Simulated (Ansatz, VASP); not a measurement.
Two plane-wave programs on Zn

The input POSCAR:

```
Zn
1.0
   -1.5690370000      1.5690370000      1.5690370000
    1.5690370000     -1.5690370000      1.5690370000
    1.5690370000      1.5690370000     -1.5690370000
Zn
1
Direct
    0.0000000000      0.0000000000      0.0000000000
```

The input INCAR.step1:

```
PREC = Accurate
ENCUT = 520
EDIFF = 1E-5
ISMEAR = -1
SIGMA = 0.05
LREAL = F
LASPH = T
NELM = 100
ALGO = Normal
ISIF = 2
LWAVE = T
LCHARG = F
GGA = PE
NBANDS = 12
```

Contents of INCAR.step2:

```
PREC = Accurate
ENCUT = 520
EDIFF = 1E-6
ISMEAR = -1
SIGMA = 0.05
LREAL = F
LASPH = T
NELM = 100
ALGO = Normal
ISIF = 2
LWAVE = F
LCHARG = F
METAGGA = R2SCAN
LHFCALC = T
AEXX = 0.25
LMIXTAU = T
PRECFOCK = Normal
ISTART = 1
NBANDS = 12
```

File KPOINTS:

```
regular mesh
0
Gamma
  6 6 6
```

input

```
crystal:
  lattice:
    - [-1.569037, 1.569037, 1.569037]
    - [1.569037, -1.569037, 1.569037]
    - [1.569037, 1.569037, -1.569037]
  atoms:
    - { symbol: Zn, position: [0.0, 0.0, 0.0] }
hamiltonian:
  xc: r2scan0
  pseudopotentials: { kind: paw }
kpoints:
  mp_grid: { grid: [6, 6, 6] }
scf:
  occupations: { method: fermi_dirac, width: 0.05 }
output:
  forces: true
  stress: true
  eigenvalues: true
```

Alike in both runs: task single point; functional r2SCAN0; k mesh 6 × 6 × 6; occupations fermi-dirac, width 0.05 eV; no spin polarisation.

|  | VASP | Ansatz |
| --- | --- | --- |
| version | VASP 6.6.1 | Ansatz 0.2.0 |
| potentials or method | VASP PAW PBE potentials, release 64 (Zn) | Ansatz PAW |
| plane-wave cutoff (eV) | 520 | 500 |
| valence electrons in the cell | 12 | 12 |

|  | VASP | Ansatz | Ansatz less VASP |
| --- | --- | --- | --- |
| gap on the k mesh at the Fermi level (eV) | none | none | - |
| pressure (GPa) | -2.5 | -2.5 | -0.05 |

VASP's potentials were made for PBE, not for r2SCAN0. A gap of «none» marks a metal or a gap that the smearing closes. The functional is the same, so the differences come from potentials, cutoffs and numerics.

The k mesh is coarse, so the values compare programs but aren't converged.
